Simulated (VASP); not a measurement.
Runs of VASP 6.6.1 on NbAs. The structure is that of space group Fm-3m (No. 225), or close to it. The cells are those of the table. 

| task | level | potentials or basis | spin | cell | smearing | k mesh for the DOS | occupations for the DOS | gap on the mesh (eV) | pressure (GPa) |
| --- | --- | --- | --- | --- | --- | --- | --- | --- | --- |
| single point | PBEsol | VASP PAW PBE potentials, release 64 (Nb_sv, As) | off | a = 3.730 Å, angles 60.0°, 2 atoms | gaussian 0.05 eV | - | - | none | -5.2 |
| single point | PBE | VASP PAW PBE potentials, release 64 (Nb_sv, As) | off | a = 3.779 Å, angles 60.0°, 2 atoms | gaussian 0.05 eV | - | - | none | (a) |
| single point | PBE | VASP PAW PBE potentials, release 64 (Nb_sv, As) | off | a = 3.730 Å, angles 60.0°, 2 atoms | gaussian 0.05 eV | - | - | none | -0.1 |
| single point | LDA | VASP PAW LDA potentials, release 64 (Nb_sv, As) | off | a = 3.730 Å, angles 60.0°, 2 atoms | gaussian 0.05 eV | - | - | none | -7.9 |
| single point | PBE | VASP PAW PBE potentials, release 64 (Nb_sv, As) | off | a = 3.730 Å, angles 60.0°, 2 atoms | methfessel-paxton 0.01 eV | - | - | none | -0.1 |
| single point | PBE | VASP PAW PBE potentials, release 64 (Nb_sv, As) | off | a = 3.815 Å, angles 60.0°, 2 atoms | gaussian 0.05 eV | - | - | none | -8.5 |

Alike in all rows: k mesh 12 × 12 × 12; cutoff (eV) 520.

Fill in the values left out.

(a) -5.3.

Caveats: the PAW data sets were made with another functional, which shifts forces and pressure a little (some runs).

A k mesh can miss the band edges, and the runs leave out spin-orbit coupling on As, Nb.

A gap of «none» marks levels without a gap at the run's occupations.
